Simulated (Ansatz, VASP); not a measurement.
**Mg2SiN2 in VASP and in Ansatz**

INCAR

```
PREC = Accurate ; ENCUT = 600
EDIFF = 1E-6 ; ISMEAR = 0
SIGMA = 0.1 ; LREAL = F
LASPH = T ; NELM = 60
ALGO = Normal ; ISIF = 3
LWAVE = F ; LCHARG = F
GGA = PE ; IBRION = 2
NSW = 100 ; EDIFFG = -0.01
```

KPOINTS

```
regular mesh
0
Gamma
  8 8 12
```

POSCAR

```
Mg2SiN2
1.0
    5.7970824271      0.0000000000      0.0000000000
    0.0000000000      5.7970824271      0.0000000000
    0.0000000000      0.0000000000      3.0621917986
Mg Si N
4 2 4
Direct
    0.1501979318      0.3498020682      0.5000000000
    0.8498020682      0.6501979318      0.5000000000
    0.3498020682      0.8498020682      0.5000000000
    0.6501979318      0.1501979318      0.5000000000
    0.0000000000      0.0000000000      0.0000000000
    0.5000000000      0.5000000000      0.0000000000
    0.1748911822      0.6748911822      0.0000000000
    0.8251088178      0.3251088178      0.0000000000
    0.3251088178      0.1748911822      0.0000000000
    0.6748911822      0.8251088178      0.0000000000
```

Input for Ansatz:

```yaml
crystal:
  lattice:
    - [5.7970824271, 0.0, 0.0]
    - [0.0, 5.7970824271, 0.0]
    - [0.0, 0.0, 3.0621917986]
  atoms:
    - { symbol: Mg, position: [0.1501979318, 0.3498020682, 0.5] }
    - { symbol: Mg, position: [0.8498020682, 0.6501979318, 0.5] }
    - { symbol: Mg, position: [0.3498020682, 0.8498020682, 0.5] }
    - { symbol: Mg, position: [0.6501979318, 0.1501979318, 0.5] }
    - { symbol: Si, position: [0.0, 0.0, 0.0] }
    - { symbol: Si, position: [0.5, 0.5, 0.0] }
    - { symbol: "N", position: [0.1748911822, 0.6748911822, 0.0] }
    - { symbol: "N", position: [0.8251088178, 0.3251088178, 0.0] }
    - { symbol: "N", position: [0.3251088178, 0.1748911822, 0.0] }
    - { symbol: "N", position: [0.6748911822, 0.8251088178, 0.0] }
basis:
  ecutwfc: 420
kpoints:
  mp_grid: { grid: [8, 8, 12] }
hamiltonian:
  xc: pbe
scf:
  occupations: { method: gaussian, width: 0.1 }
output:
  forces: true
  stress: true
  eigenvalues: true
  write_density: true
  write_potential: true
  elf: true
  volumetric_format: npy
relax:
  adjacent_minimum: "off"
  f_tol: 0.01
  max_steps: 80
  cell: { stress_tol: 0.05 }
```

Change from the starting cell: species swapped into the Dy2InGe2 type (P4/mbm, No. 127).

Alike in both runs: task relaxation of cell and atoms; functional PBE; k mesh 8 × 8 × 12; occupations gaussian, width 0.1 eV; no spin polarisation.

```csv
,VASP,Ansatz
version,VASP 6.6.1,Ansatz 0.2.0
potentials or method,"VASP PAW PBE potentials, release 64 (Mg, Si, N), cutoff 600 eV","scalar-relativistic, plane waves, PAW"
valence electrons in the cell,36,68
```

Ansatz gave:

| Property | Result |
| --- | --- |
| gap on the k mesh at the Fermi level, each at its own relaxed structure (eV) | none |
| relaxed volume (Å³/atom) | 10.32 |
| relaxed length of the cell vector where the two differ most in proportion (Å) | 3.061 |

**Question.** Estimate VASP's values.

**Answer.** gap on the k mesh at the Fermi level, each at its own relaxed structure (eV): none; relaxed volume (Å³/atom): 10.28; relaxed length of the cell vector where the two differ most in proportion (Å): 3.055.

A gap of «none» marks a metal or a gap that the smearing closes. VASP's potentials hold 36 valence electrons a cell and Ansatz's 68, so a difference there can come from the potentials and not from the codes.
